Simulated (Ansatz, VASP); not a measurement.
BiIr in VASP and in Ansatz

```
Ir Bi
1.0
     4.18272    0.00000    0.00000
    -2.09136    3.62234    0.00000
     0.00000    0.00000    7.55481
Ir Bi
2 2
Direct
  0.33333 0.66667 0.01014
  0.66667 0.33333 0.51014
  0.33333 0.66667 0.36586
  0.66667 0.33333 0.86586
```

Alike in both runs: task electric field gradients; functional PBE; k mesh 9 × 9 × 5; occupations fermi-dirac, width 0.05 eV; no spin polarisation.

|  | VASP | Ansatz |
| --- | --- | --- |
| version | VASP 6.6.1 | Ansatz 0.2.0 |
| potentials or method | VASP PAW PBE potentials, release 64 (Ir, Bi_d), cutoff 520 eV | all-electron PAW with datasets made for the crystal, scalar-relativistic |

```tsv
	VASP	Ansatz	Ansatz less VASP
pressure (GPa)	0.0	0.0	-0.05
rms of the force components (eV/Å)	0.005	0.003	-0.0021
size of Vzz on the site where it differs most (V/Å²)	65.9	48.2	-17.70
```

Atom by atom the forces differ by 0.002 eV/Å (rms over components). Ansatz ran all-electron here, and VASP with PAW potentials.

Neither program's run includes spin-orbit coupling.
